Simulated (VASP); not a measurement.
# CsH2 (Pnnm) in VASP: single point with PBE

Aim: the single point of CsH2 with PBE.

Everything below comes from runs of VASP 6.6.1. Logs are shortened: lines on timing, memory, paths and dates and some standing lists are left out, and cuts for length are marked.

## (1) The cell of the first run

The typed cell holds 6 atoms: a = 5.337 Å, b = 8.286 Å, c = 6.972 Å, α = 90.00°, β = 90.00°, γ = 90.00°.

## (2) Single point, PBE (atoms taken out)

INCAR

```
PREC = Accurate ; ENCUT = 520
EDIFF = 1E-6 ; ISMEAR = 0
SIGMA = 0.1 ; LREAL = F
LASPH = T ; NELM = 60
ALGO = Normal ; ISIF = 2
LWAVE = F ; LCHARG = T
GGA = PE ; LELF = T
LVHAR = T ; NBANDS = 20
```

KPOINTS

```
Automatic mesh
0
Gamma
  6 6 8
```

POSCAR

```
CsH2
1.0
    5.3367718798      0.0000000000      0.0000000000
    0.0000000000      8.2862142488      0.0000000000
    0.0000000000      0.0000000000      6.9715124669
Cs H
2 4
Direct
    0.0000000000      0.0000000000      0.0000000000
    0.5000000000      0.5000000000      0.5000000000
    0.5003961282      0.5457788915      0.0000000000
    0.9996038718      0.0457788915      0.5000000000
    0.0003961282      0.9542211085      0.5000000000
    0.4996038718      0.4542211085      0.0000000000
```

Potentials or basis: VASP PAW PBE potentials, release 64 (Cs_sv, H).

On the command line:

```sh
$ cat potpaw_PBE.64/Cs_sv/POTCAR potpaw_PBE.64/H/POTCAR > POTCAR
$ mpirun -np 1 vasp_std > vasp.out
```

OUTCAR:

```text
PREC = Accurate
   ENCUT = 520
   EDIFF = 1E-6
   ISMEAR = 0
   LREAL = F
   LASPH = T
   NELM = 60
   ISIF = 2
   GGA = PE

 ion  position               nearest neighbor table
   1  0.000  0.000  0.000-
   2  0.500  0.500  0.500-
   3  0.500  0.546  0.000-   6 0.76
   4  1.000  0.046  0.500-   5 0.76
   5  0.000  0.954  0.500-   4 0.76
   6  0.500  0.454  0.000-   3 0.76

  LATTYP: Found a simple orthorhombic cell.
 ALAT       =     5.3367718798
 B/A-ratio  =     1.3063163695
 C/A-ratio  =     1.5526641264

  Lattice vectors:

 A1 = (  -5.3367718798,   0.0000000000,   0.0000000000)
 A2 = (   0.0000000000,   0.0000000000,   6.9715124669)
 A3 = (   0.0000000000,   8.2862142488,   0.0000000000)

Analysis of symmetry for initial positions (statically):
=====================================================================
 Subroutine PRICEL returns:
 Original cell was already a primitive cell.

 Routine SETGRP: Setting up the symmetry group for a
 simple orthorhombic supercell.

 Subroutine GETGRP returns: Found  8 space group operations
 (whereof  4 operations were pure point group operations)
 out of a pool of  8 trial point group operations.

The static configuration has the point symmetry C_2h.
 The point group associated with its full space group is D_2h.

Analysis of symmetry for dynamics (positions and initial velocities):
=====================================================================
 Subroutine PRICEL returns:
 Original cell was already a primitive cell.

 Routine SETGRP: Setting up the symmetry group for a
 simple orthorhombic supercell.

 Subroutine GETGRP returns: Found  8 space group operations
 (whereof  4 operations were pure point group operations)
 out of a pool of  8 trial point group operations.

The dynamic configuration has the point symmetry C_2h.
 The point group associated with its full space group is D_2h.

 Subroutine INISYM returns: Found  8 space group operations
 (whereof  4 operations are pure point group operations),
 and found     1 'primitive' translations

----------------------------------------------------------------------------------------

                                     Primitive cell

  volume of cell :     308.2917

  direct lattice vectors                    reciprocal lattice vectors
     5.336771880  0.000000000  0.000000000     0.187379191  0.000000000  0.000000000
[... 90 lines left out ...]
   LSORBIT =      F    spin-orbit coupling
   LASPH  =      T    aspherical Exc in radial PAW
   ENCUT  =  520.0 eV  38.22 Ry    6.18 a.u.   9.92 15.41 12.96*2*pi/ulx,y,z
   NELM   =     60;   NELMIN=  2; NELMDL= -5     # of ELM steps
   EDIFF  = 0.1E-05   stopping-criterion for ELM
   LREAL  =      F    real-space projection
[... 7 lines left out ...]
   TEBEG  =    0.0;   TEEND  =   0.0 temperature during run
   PSTRESS=    0.0 pullay stress
   NELECT =      22.0000    total number of electrons
   NUPDOWN=      -1.0000    fix difference up-down
   EMIN   =  10.00;   EMAX   =-10.00  energy-range for DOS
   EFERMI =   0.00;   METHOD = LEGACY
   ISMEAR =     0;   SIGMA  =   0.10  broadening in eV -4-tet -1-fermi 0-gaus
   EFERMI_NEDOS =   21; number of points for ismear=-14 and -15
   IALGO  =     38    algorithm
   IMIX   =      4    mixing-type and parameters
     AMIX     =   0.40;   BMIX     =  1.00
     AMIX_MAG =   1.60;   BMIX_MAG =  1.00
  volume/ion in A,a.u.               =      51.38       346.74
  Fermi-wavevector in a.u.,A,eV,Ry     =   0.679040  1.283199  6.273576  0.461095
  Thomas-Fermi vector in A             =   1.757120
   LORBIT       =      0    0 simple, 1 ext, 2 COOP (PROOUT), +10 PAW based schemes
   GGA     = PE    functional components
   LHFCALC =     F    Hartree Fock is set to
   AEXX    =    0.0000 exact exchange contribution
   IVDW    =     0    specifies the selected vdW correction
   LEPSILON=     F    determine dielectric tensor
   LRPA    =     F    only Hartree local field effects (RPA)
 non-spin polarized calculation
 Gauss-broadening in eV      SIGMA  =   0.10
  energy-cutoff  :      520.00
  volume of cell :      308.29
 maximum number of plane-waves:      8340
 NGX is ok and might be reduce to    40
   NGX = 19   NGY = 31   NGZ = 25

 number of electron      22.0000000 magnetization

 Free energy of the ion-electron system (eV)
  ---------------------------------------------------
  ext. energy  EPLUGINS =         0.00000000
  ---------------------------------------------------
  free energy    TOTEN  =       -14.85237929 eV

  energy without entropy =      -14.83866973  energy(sigma->0) =      -14.84552451

 E-fermi :   0.1245     XC(G=0):  -5.0887

 val. band max:        0.1236385540   @ k =   0.0000   0.1667   0.2500
 cond. band min:       0.1263128923   @ k =   0.3333   0.1667   0.3750
 fundamental gap:      0.0026743383
 Fermi energy:         0.1245254559

 k-point     1 :       0.0000    0.0000    0.0000
  band No.  band energies     occupation
      1     -23.9050      2.00000
      2     -23.9032      2.00000
      3     -10.7426      2.00000
      4     -10.7301      2.00000
      5     -10.7160      2.00000
      6     -10.6882      2.00000
[... 541 lines left out ...]
     19       3.1137      0.00000
     20       3.1137      0.00000

 [... further k-points ...]

------------------------ aborting loop because EDIFF is reached ----------------------------------------

  FORCE on cell =-STRESS in cart. coord.  units (eV):
  Direction    XX          YY          ZZ          XY          YZ          ZX
  --------------------------------------------------------------------------------------
  -------------------------------------------------------------------------------------
  Total       -0.0800941     -0.0979806      0.0083986      0.0000000      0.0000000      0.0000000
  in kB       -0.4162453     -0.5092005      0.0436470      0.0000000      0.0000000      0.0000000
  external PRESSURE =      -0.2939329 kB  Pullay stress =       0.0000000 kB

 VOLUME and BASIS-vectors are now :
 -----------------------------------------------------------------------------
  energy-cutoff  :      520.00
  volume of cell :      308.29
      direct lattice vectors                 reciprocal lattice vectors
     5.336771880  0.000000000  0.000000000     0.187379191  0.000000000  0.000000000
     0.000000000  8.286214249  0.000000000     0.000000000  0.120682373  0.000000000
     0.000000000  0.000000000  6.971512467     0.000000000  0.000000000  0.143440897

 POSITION                                       TOTAL-FORCE (eV/Angst)
 -----------------------------------------------------------------------------------
      0.00000      0.00000      0.00000         0.000000     -0.000000      0.000000
      2.66839      4.14311      3.48576         0.000000     -0.000000      0.000000
      2.67050      4.52244      0.00000        -0.000449     -0.009441      0.000000
      5.33466      0.37933      3.48576         0.000449     -0.009441      0.000000
      0.00211      7.90688      3.48576        -0.000449      0.009441      0.000000
      2.66627      3.76377      0.00000         0.000449      0.009441      0.000000
 -----------------------------------------------------------------------------------
    total drift:                                0.000000      0.000000     -0.000000

  FREE ENERGIE OF THE ION-ELECTRON SYSTEM (eV)
  ---------------------------------------------------
  free  energy   TOTEN  =       -14.8523792915 eV

  energy  without entropy=      -14.8386697275  energy(sigma->0) =      -14.84552451
```

OSZICAR:

```text
N       E                     dE             d eps       ncg     rms          rms(c)
DAV:   1     0.135671336164E+03    0.13567E+03   -0.71286E+03  3200   0.797E+02
DAV:   2     0.441966111040E+01   -0.13125E+03   -0.12793E+03  4364   0.143E+02
DAV:   3    -0.157211677818E+02   -0.20141E+02   -0.20088E+02  3804   0.581E+01
DAV:   4    -0.161100671975E+02   -0.38890E+00   -0.38871E+00  3948   0.999E+00
DAV:   5    -0.161134227433E+02   -0.33555E-02   -0.33551E-02  4384   0.895E-01    0.620E+00
DAV:   6    -0.152277256141E+02    0.88570E+00   -0.50063E-01  4144   0.280E+00    0.347E+00
DAV:   7    -0.148325979107E+02    0.39513E+00   -0.15171E+00  3980   0.427E+00    0.490E-01
DAV:   8    -0.148497928323E+02   -0.17195E-01   -0.15594E-01  3656   0.144E+00    0.267E-01
DAV:   9    -0.148524346495E+02   -0.26418E-02   -0.30141E-03  3980   0.245E-01    0.100E-01
DAV:  10    -0.148523755593E+02    0.59090E-04   -0.82278E-04  4328   0.104E-01    0.559E-02
DAV:  11    -0.148523839501E+02   -0.83908E-05   -0.28490E-04  3780   0.666E-02    0.218E-02
DAV:  12    -0.148523839110E+02    0.39165E-07   -0.18230E-05  3788   0.186E-02    0.218E-02
DAV:  13    -0.148523790861E+02    0.48249E-05   -0.17609E-05  3948   0.161E-02    0.456E-03
DAV:  14    -0.148523792915E+02   -0.20539E-06   -0.25362E-06  3020   0.521E-03
   1 F= -.14852379E+02 E0= -.14845525E+02  d E =-.137096E-01
```

Wall time 11 min (1 thread of Intel Xeon 8259CL, shared host); peak memory 0.64 GiB.

What came out:

| Property | Result |
| --- | --- |
| Free energy | -14.8524 eV |
| Pressure | 0.0 GPa |
| Largest force | 0.009 eV/Å |
| Band gap on the k mesh | zero (bands 11 and 12 overlap by 1.20 eV) |

Forces in eV/Å, atoms in the order of the input:
```
Cs   0.000  0.000  0.000
Cs   0.000  0.000  0.000
H    0.000 -0.009  0.000
H    0.000 -0.009  0.000
H    0.000  0.009  0.000
H    0.000  0.009  0.000
```

Levels at points of the mesh, in eV from the Fermi level:
```
           k point  band 9  band 10  band 11  band 12  band 13  band 14
(0.00, 0.00, 0.00)   -8.55    -8.52    -0.82     0.46     0.61     1.57
(0.50, 0.00, 0.00)   -8.52    -8.52     0.30     0.30     0.79     0.79
(0.00, 0.50, 0.00)   -8.53    -8.53    -0.53    -0.53     1.64     1.64
(0.50, 0.50, 0.00)   -8.52    -8.52     0.47     0.47     0.91     0.91
(0.00, 0.00, 0.50)   -8.42    -8.42    -0.25    -0.25     0.62     0.62
(0.50, 0.00, 0.50)   -8.40    -8.40     0.20     0.20     0.60     0.60
(0.00, 0.50, 0.50)   -8.42    -8.42    -0.56    -0.56     1.25     1.25
(0.50, 0.50, 0.50)   -8.41    -8.41     0.64     0.64     0.67     0.67
```

Caveat: the cell differs from its parent crystal (atoms taken out); spin-orbit coupling is left out, which moves the levels of the heavy elements.
